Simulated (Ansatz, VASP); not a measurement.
## One calculation of V, two programs

Contents of INCAR:

```
PREC = Accurate
ENCUT = 520
EDIFF = 1E-6
ISMEAR = 0
SIGMA = 0.1
LREAL = False
LASPH = True
NELM = 100
ALGO = Fast
ISIF = 2
LWAVE = False
LCHARG = True
GGA = PE
LELF = True
LVHAR = True
NBANDS = 12
```

The input KPOINTS:

```
Automatic mesh
0
Gamma
  20 20 20
```

POSCAR

```
V
1.0
   -1.5469859776      1.5469859776      1.5469859776
    1.5469859776     -1.5469859776      1.5469859776
    1.5469859776      1.5469859776     -1.5469859776
V
1
Direct
    0.0000000000      0.0000000000      0.0000000000
```

Input for Ansatz:

```yaml
crystal:
  lattice:
    - [-1.5469859776, 1.5469859776, 1.5469859776]
    - [1.5469859776, -1.5469859776, 1.5469859776]
    - [1.5469859776, 1.5469859776, -1.5469859776]
  atoms:
    - { symbol: V, position: [0.0, 0.0, 0.0] }
basis:
  ecutwfc: 420
kpoints:
  mp_grid: { grid: [20, 20, 20] }
hamiltonian:
  xc: pbe
scf:
  occupations: { method: gaussian, width: 0.1 }
output:
  forces: true
  stress: true
  eigenvalues: true
```

Alike in both runs: task single point; functional PBE; k mesh 20 × 20 × 20; occupations gaussian, width 0.1 eV; no spin polarisation.

|  | VASP | Ansatz |
| --- | --- | --- |
| version | VASP 6.6.1 | Ansatz 0.2.0 |
| potentials or method | VASP PAW PBE potentials, release 64 (V_sv), cutoff 520 eV | scalar-relativistic, plane waves, PAW |
| valence electrons in the cell | 13 | 13 |

```csv
,VASP,Ansatz,Ansatz less VASP
gap on the k mesh at the Fermi level (eV),none,none,-
pressure (GPa),-14.4,-14.5,-0.16
```

A gap of «none» marks a metal or a gap that the smearing closes.
